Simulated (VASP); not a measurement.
O, 1 atom in the cell. The structure is cubic, space group Pm-3m (No. 221). Conventional cell: a = 1.637 Å, b = 1.637 Å, c = 1.637 Å, α = 90.00°, β = 90.00°, γ = 90.00°. O (site symmetry m-3m) has 6 O at 1.64 Å within 2.2 Å.  This cell differs from its parent crystal: volume scaled by 0.55.

- Program: VASP 6.6.1
- Task: single point
- Functional: PBE
- Potentials or basis: VASP PAW PBE potentials, release 64 (O)
- Cutoff: 520 eV
- k mesh: 18 × 18 × 18
- Occupations: fermi-dirac, width 0.1 eV
- Spin: no spin polarisation
- Dipole correction: no
- Further INCAR settings: ALGO = Normal; EDIFF = 1e-06; NBANDS = 9

Potentials or basis: VASP PAW PBE potentials, release 64 (O).

Command:

```sh
$ cat potpaw_PBE.64/O/POTCAR > POTCAR
$ mpirun -np 1 vasp_std > vasp.out
```

Hardware: 1 thread of Intel Xeon 6975P-C (shared host).

Task: How long does it take, and how much memory?

Result: Wall time 2.7 s on 1 thread of Intel Xeon 6975P-C (shared host), peak memory 0.11 GiB. Counts: scf iterations 11, k points 220.
